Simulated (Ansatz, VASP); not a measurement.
**Two plane-wave programs on ZnCu**

```xyz
2
Lattice="2.9597 0.0000 0.0000 0.0000 2.9303 0.0000 0.0000 0.0000 2.9450" Properties=species:S:1:pos:R:3 pbc="T T T"
Zn    1.4799    1.4651    1.4725
Cu    0.0000    0.0000    0.0000
```

Change from the starting cell: strain +0.0050 x Voigt [1, -1, 0, 0, 0, 0], atoms carried along.

Alike in both runs: task single point; functional PBEsol; k mesh 16 × 16 × 16; occupations gaussian, width 0.15 eV; no spin polarisation.

|  | VASP | Ansatz |
| --- | --- | --- |
| version | VASP 6.6.1 | Ansatz 0.2.0 |
| potentials or method | VASP PAW PBE potentials, release 64 (Zn, Cu), cutoff 520 eV | scalar-relativistic, plane waves, PAW |
| valence electrons in the cell | 23 | 31 |

```csv
,VASP,Ansatz,Ansatz less VASP
gap on the k mesh at the Fermi level (eV),none,none,-
pressure (GPa),-4.0,-4.7,-0.66
```

VASP's potentials were made for PBE, not for PBEsol. A gap of «none» marks a metal or a gap that the smearing closes. The functional is the same, so the differences come from potentials, cutoffs and numerics. VASP's potentials hold 23 valence electrons a cell and Ansatz's 31, so a difference there can come from the potentials and not from the codes.
